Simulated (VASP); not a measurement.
# Ge (I4_1/amd) in VASP: notebook

The runs below take Ge through single point, with PBEsol.

Everything below comes from runs of VASP 6.6.1. Logs are shortened: lines on timing, memory, paths and dates and some standing lists are left out, and cuts for length are marked.

### Step 1. The cell of the first run

Symmetry: I4_1/amd, No. 141, tetragonal system. The conventional cell has a = 5.303 Å, b = 5.303 Å, c = 2.711 Å, α = 90.00°, β = 90.00°, γ = 90.00°. Within 3.6 Å of Ge (site symmetry -4m2) lie 10 Ge at 2.71 to 3.34 Å.

### Step 2. Single point, PBEsol (strain +0.030 along x and y, -0.030 along z)

Contents of INCAR:

```
PREC     = Accurate       # precision mode
ENCUT    = 520            # plane-wave cutoff, eV
EDIFF    = 1E-6           # SCF threshold, eV
ISMEAR   = 0              # smearing method
SIGMA    = 0.15           # smearing width, eV
LREAL    = False          # projectors in reciprocal space
LASPH    = True           # aspherical terms in the spheres
NELM     = 100            # most SCF steps
ALGO     = Normal         # electronic algorithm
ISIF     = 2              # what is computed and relaxed
LWAVE    = False          # write WAVECAR
LCHARG   = False          # write CHGCAR
GGA      = PS             # functional
NBANDS   = 21             # bands
```

Contents of KPOINTS:

```
Automatic mesh
0
Gamma
  20 20 20
```

Contents of POSCAR:

```
Ge
1.0
   -2.6517244106      2.6517244106      1.3554902639
    2.6517244106     -2.6517244106      1.3554902639
    2.6517244106      2.6517244106     -1.3554902639
Ge
2
Direct
    0.2500000000      0.7500000000      0.5000000000
    0.5000000000      0.5000000000      0.0000000000
```

Potentials or basis: VASP PAW PBE potentials, release 64 (Ge_d).

Launch:

```console
$ cat potpaw_PBE.64/Ge_d/POTCAR > POTCAR
$ mpirun -np 1 vasp_std > vasp.out
```

OUTCAR:

```text
PREC = Accurate
   ENCUT = 520
   EDIFF = 1E-6
   ISMEAR = 0
   LREAL = False
   LASPH = True
   NELM = 100
   ISIF = 2
   GGA = PS

 ion  position               nearest neighbor table
   1  0.250  0.750  0.500-   2 2.74   2 2.74   2 2.74   2 2.74
   2  0.500  0.500  0.000-   1 2.74   1 2.74   1 2.74   1 2.74

  LATTYP: Found a body centered tetragonal cell.
 ALAT       =     5.3034488212
 C/A-ratio  =     0.5111731289

  Lattice vectors:

 A1 = (  -2.6517244106,   2.6517244106,   1.3554902639)
 A2 = (   2.6517244106,  -2.6517244106,   1.3554902639)
 A3 = (   2.6517244106,   2.6517244106,  -1.3554902639)

Analysis of symmetry for initial positions (statically):
=====================================================================
 Subroutine PRICEL returns:
 Original cell was already a primitive cell.

 Routine SETGRP: Setting up the symmetry group for a
 body centered tetragonal supercell.

 Subroutine GETGRP returns: Found 16 space group operations
 (whereof  8 operations were pure point group operations)
 out of a pool of 16 trial point group operations.

The static configuration has the point symmetry D_2d.
 The point group associated with its full space group is D_4h.

Analysis of symmetry for dynamics (positions and initial velocities):
=====================================================================
 Subroutine PRICEL returns:
 Original cell was already a primitive cell.

 Routine SETGRP: Setting up the symmetry group for a
 body centered tetragonal supercell.

 Subroutine GETGRP returns: Found 16 space group operations
 (whereof  8 operations were pure point group operations)
 out of a pool of 16 trial point group operations.

The dynamic configuration has the point symmetry D_2d.
 The point group associated with its full space group is D_4h.

 Subroutine INISYM returns: Found 16 space group operations
 (whereof  8 operations are pure point group operations),
 and found     1 'primitive' translations

----------------------------------------------------------------------------------------

                                     Primitive cell

  volume of cell :      38.1253

  direct lattice vectors                    reciprocal lattice vectors
    -2.651724411  2.651724411  1.355490264     0.000000000  0.188556548  0.368870226
     2.651724411 -2.651724411  1.355490264     0.188556548  0.000000000  0.368870226
     2.651724411  2.651724411 -1.355490264     0.188556548  0.188556548  0.000000000
[... 76 lines left out ...]
   ISTART =      0    job   : 0-new  1-cont  2-samecut
   ICHARG =      2    charge: 1-file 2-atom 10-const
   ISPIN  =      1    spin polarized calculation?
   LNONCOLLINEAR =      F non collinear calculations
   LSORBIT =      F    spin-orbit coupling
   LASPH  =      T    aspherical Exc in radial PAW
   ENCUT  =  520.0 eV  38.22 Ry    6.18 a.u.   7.41  7.41  7.41*2*pi/ulx,y,z
   NELM   =    100;   NELMIN=  2; NELMDL= -5     # of ELM steps
   EDIFF  = 0.1E-05   stopping-criterion for ELM
   LREAL  =      F    real-space projection
   EDIFFG = 0.1E-04   stopping-criterion for IOM
   NSW    =      0    number of steps for IOM
   IBRION =     -1    ionic relax: 0-MD 1-quasi-New 2-CG
   NFREE  =      0    steps in history (QN), initial steepest desc. (CG)
   ISIF   =      2    stress and relaxation
   ISYM   =      2    0-nonsym 1-usesym 2-fastsym
   POTIM  = 0.5000    time-step for ionic-motion
   TEBEG  =    0.0;   TEEND  =   0.0 temperature during run
   PSTRESS=    0.0 pullay stress
   NELECT =      28.0000    total number of electrons
   NUPDOWN=      -1.0000    fix difference up-down
   EMIN   =  10.00;   EMAX   =-10.00  energy-range for DOS
   EFERMI =   0.00;   METHOD = LEGACY
   ISMEAR =     0;   SIGMA  =   0.15  broadening in eV -4-tet -1-fermi 0-gaus
   EFERMI_NEDOS =   21; number of points for ismear=-14 and -15
   IALGO  =     38    algorithm
   IMIX   =      4    mixing-type and parameters
     AMIX     =   0.40;   BMIX     =  1.00
     AMIX_MAG =   1.60;   BMIX_MAG =  1.00
  volume/ion in A,a.u.               =      19.06       128.64
  Fermi-wavevector in a.u.,A,eV,Ry     =   1.477032  2.791185 29.682774  2.181622
  Thomas-Fermi vector in A             =   2.591486
   LORBIT       =      0    0 simple, 1 ext, 2 COOP (PROOUT), +10 PAW based schemes
   GGA     = PS    functional components
   LHFCALC =     F    Hartree Fock is set to
   AEXX    =    0.0000 exact exchange contribution
   IVDW    =     0    specifies the selected vdW correction
   LEPSILON=     F    determine dielectric tensor
   LRPA    =     F    only Hartree local field effects (RPA)
 non-spin polarized calculation
 Gauss-broadening in eV      SIGMA  =   0.15
  energy-cutoff  :      520.00
  volume of cell :       38.13
 maximum number of plane-waves:      1048
 NGX is ok and might be reduce to    30
   NGX = 15   NGY = 15   NGZ = 15

 number of electron      27.9999981 magnetization

 Free energy of the ion-electron system (eV)
  ---------------------------------------------------
  ext. energy  EPLUGINS =         0.00000000
  ---------------------------------------------------
  free energy    TOTEN  =        -9.49847038 eV

  energy without entropy =       -9.48845316  energy(sigma->0) =       -9.49346177

 E-fermi :   6.3066     XC(G=0): -11.3220

 val. band max:        6.3060257258   @ k =   0.3500   0.3500   0.0500
 cond. band min:       6.3071410588   @ k =  -0.1500   0.4500   0.1500
 fundamental gap:      0.0011153331
 Fermi energy:         6.3066062502

 k-point     1 :       0.0000    0.0000    0.0000
  band No.  band energies     occupation
      1     -18.2980      2.00000
      2     -18.2972      2.00000
      3     -18.2701      2.00000
      4     -18.2314      2.00000
      5     -18.1244      2.00000
      6     -18.1244      2.00000
[... 565 lines left out ...]
     20      15.1827      0.00000
     21      16.6469      0.00000

 [... further k-points ...]
[... 5 lines left out ...]
  --------------------------------------------------------------------------------------
  -------------------------------------------------------------------------------------
  Total       -1.0530018     -1.0530018      0.3337566      0.0000000      0.0000000      0.0000000
  in kB      -44.2513512    -44.2513512     14.0257878      0.0000000      0.0000000      0.0000000
  external PRESSURE =     -24.8256382 kB  Pullay stress =       0.0000000 kB

 VOLUME and BASIS-vectors are now :
 -----------------------------------------------------------------------------
  energy-cutoff  :      520.00
  volume of cell :       38.13
      direct lattice vectors                 reciprocal lattice vectors
    -2.651724411  2.651724411  1.355490264     0.000000000  0.188556548  0.368870226
     2.651724411 -2.651724411  1.355490264     0.188556548  0.000000000  0.368870226
     2.651724411  2.651724411 -1.355490264     0.188556548  0.188556548  0.000000000

 POSITION                                       TOTAL-FORCE (eV/Angst)
 -----------------------------------------------------------------------------------
      2.65172      0.00000      0.67775         0.000000     -0.000000      0.000000
      0.00000      0.00000      1.35549        -0.000000      0.000000     -0.000000
 -----------------------------------------------------------------------------------
    total drift:                                0.000000     -0.000000      0.000000

  FREE ENERGIE OF THE ION-ELECTRON SYSTEM (eV)
  ---------------------------------------------------
  free  energy   TOTEN  =        -9.4984703810 eV

  energy  without entropy=       -9.4884531584  energy(sigma->0) =       -9.49346177
```

It took 5.5 min on 1 thread of Intel Xeon Platinum 8488C (Sapphire Rapids), shared host; peak memory 0.48 GiB.

Results:

```
Free energy            : -9.4985 eV
Pressure               : -2.5 GPa
Band gap on the k mesh : zero (bands 14 and 15 overlap by 4.64 eV)
```

Stress tensor (GPa, compression positive):
```
-4.43  0.00  0.00
 0.00 -4.43  0.00
 0.00  0.00  1.40
```

Caveat: the cell differs from its parent crystal (strain +0.030 along x and y, -0.030 along z); the PAW data sets were made with another functional, which shifts forces and pressure a little.

### Step 3. Single point, PBEsol (strain +0.000 along x and y, +0.030 along z)

Contents of INCAR:

```
  PREC = Accurate
  ENCUT = 520
  EDIFF = 1E-6
  ISMEAR = 0
  SIGMA = 0.15
  LREAL = False
  LASPH = True
  NELM = 60
  ALGO = Normal
  ISIF = 2
  LWAVE = False
  LCHARG = False
  GGA = PS
  NBANDS = 21
```

KPOINTS is that of step 2.

Contents of POSCAR:

```
Ge
1.0
   -2.5744897190      2.5744897190      1.4393350225
    2.5744897190     -2.5744897190      1.4393350225
    2.5744897190      2.5744897190     -1.4393350225
Ge
2
Direct
    0.2500000000      0.7500000000      0.5000000000
    0.5000000000      0.5000000000      0.0000000000
```

Potentials or basis: VASP PAW PBE potentials, release 64 (Ge_d).

Launch:

```console
$ cat potpaw_PBE.64/Ge_d/POTCAR > POTCAR
$ mpirun -np 1 vasp_std > vasp.out
```

OUTCAR:

```text
PREC = Accurate
   ENCUT = 520
   EDIFF = 1E-6
   ISMEAR = 0
   LREAL = False
   LASPH = True
   NELM = 60
   ISIF = 2
   GGA = PS

 ion  position               nearest neighbor table
   1  0.250  0.750  0.500-   2 2.67   2 2.67   2 2.67   2 2.67
   2  0.500  0.500  0.000-   1 2.67   1 2.67   1 2.67   1 2.67

  LATTYP: Found a body centered tetragonal cell.
 ALAT       =     5.1489794380
 C/A-ratio  =     0.5590758479

  Lattice vectors:

 A1 = (  -2.5744897190,   2.5744897190,   1.4393350225)
 A2 = (   2.5744897190,  -2.5744897190,   1.4393350225)
[... 191 lines left out ...]
      4     -18.2288      2.00000
      5     -18.1503      2.00000
      6     -18.1503      2.00000
[... 565 lines left out ...]
     20      14.9892      0.00000
     21      17.5408      0.00000

 [... further k-points ...]
[... 5 lines left out ...]
  --------------------------------------------------------------------------------------
  -------------------------------------------------------------------------------------
  Total       -0.6209220     -0.6209220     -0.7818062      0.0000000      0.0000000      0.0000000
  in kB      -26.0701436    -26.0701436    -32.8250570      0.0000000      0.0000000      0.0000000
  external PRESSURE =     -28.3217814 kB  Pullay stress =       0.0000000 kB

 VOLUME and BASIS-vectors are now :
 -----------------------------------------------------------------------------
  energy-cutoff  :      520.00
  volume of cell :       38.16
      direct lattice vectors                 reciprocal lattice vectors
    -2.574489719  2.574489719  1.439335022     0.000000000  0.194213244  0.347382640
     2.574489719 -2.574489719  1.439335022     0.194213244  0.000000000  0.347382640
     2.574489719  2.574489719 -1.439335022     0.194213244  0.194213244  0.000000000

 POSITION                                       TOTAL-FORCE (eV/Angst)
 -----------------------------------------------------------------------------------
      2.57449      0.00000      0.71967        -0.000000     -0.000000     -0.000000
      0.00000      0.00000      1.43934         0.000000      0.000000      0.000000
 -----------------------------------------------------------------------------------
    total drift:                                0.000000     -0.000000      0.000000

  FREE ENERGIE OF THE ION-ELECTRON SYSTEM (eV)
  ---------------------------------------------------
  free  energy   TOTEN  =        -9.5286343284 eV

  energy  without entropy=       -9.5204846509  energy(sigma->0) =       -9.52455949
```

OSZICAR:

```text
N       E                     dE             d eps       ncg     rms          rms(c)
DAV:   1     0.175593705971E+03    0.17559E+03   -0.14176E+04 30608   0.379E+03
DAV:   2     0.145741516083E+02   -0.16102E+03   -0.15621E+03 27040   0.592E+02
DAV:   3    -0.889711374801E+01   -0.23471E+02   -0.23283E+02 30675   0.133E+02
DAV:   4    -0.956237322788E+01   -0.66526E+00   -0.66476E+00 30288   0.262E+01
DAV:   5    -0.957231107775E+01   -0.99378E-02   -0.99376E-02 30206   0.351E+00    0.209E+00
DAV:   6    -0.954077874308E+01    0.31532E-01   -0.33089E-02 36800   0.318E+00    0.114E+00
DAV:   7    -0.952911152079E+01    0.11667E-01   -0.18395E-02 36675   0.208E+00    0.135E-01
DAV:   8    -0.952863020135E+01    0.48132E-03   -0.25355E-03 32339   0.896E-01    0.428E-02
DAV:   9    -0.952863393229E+01   -0.37309E-05   -0.62692E-05 32019   0.100E-01    0.104E-02
DAV:  10    -0.952863432843E+01   -0.39614E-06   -0.34929E-06 29001   0.232E-02
   1 F= -.95286343E+01 E0= -.95245595E+01  d E =-.814968E-02
```

stdout:

```text
POSCAR found type information on POSCAR Ge
 POSCAR found :  1 types and       2 ions
 scaLAPACK will be used
 -----------------------------------------------------------------------------
|                                                                             |
|                                                                             |
|     You enforced a specific xc type in the INCAR file but a different       |
|     I HOPE YOU KNOW WHAT YOU ARE DOING!                                     |
|                                                                             |
 -----------------------------------------------------------------------------

 LDA part: xc-table for (Slater+PW92), standard interpolation
 POSCAR, INCAR and KPOINTS ok, starting setup
 FFT: planning ... GRIDC
 FFT: planning ... GRID_SOFT
 FFT: planning ... GRID
 WAVECAR not read
 entering main loop
```

Wall time 5.6 min (1 thread of Intel Xeon Platinum 8488C (Sapphire Rapids), shared host); peak memory 0.48 GiB.

Results:

```
Free energy            : -9.5286 eV
Pressure               : -2.8 GPa
Band gap on the k mesh : zero (bands 14 and 15 overlap by 5.18 eV)
```

Levels at points of the mesh, in eV from the Fermi level:
| k point | band 10 | band 11 | band 12 | band 13 | band 14 | band 15 | band 16 | band 17 | band 18 | band 19 |
| --- | --- | --- | --- | --- | --- | --- | --- | --- | --- | --- |
| (0.00, 0.00, 0.00) | -24.33 | -13.05 | -3.80 | -2.11 | -2.11 | 3.44 | 7.43 | 7.60 | 7.65 | 7.65 |
| (0.50, 0.00, 0.00) | -24.38 | -8.18 | -6.38 | -2.61 | -1.81 | -1.43 | 2.46 | 3.52 | 5.45 | 8.88 |
| (0.50, 0.50, 0.00) | -24.41 | -10.31 | -10.31 | 0.79 | 0.79 | 2.12 | 2.12 | 6.83 | 6.83 | 10.69 |
| (0.50, 0.50, 0.50) | -24.46 | -8.62 | -8.62 | -5.69 | -5.69 | 5.41 | 5.41 | 11.06 | 11.06 | 14.99 |

Caveat: the cell differs from its parent crystal (strain +0.000 along x and y, +0.030 along z); the PAW data sets were made with another functional, which shifts forces and pressure a little.

(Part 1 of 2 ends here.)
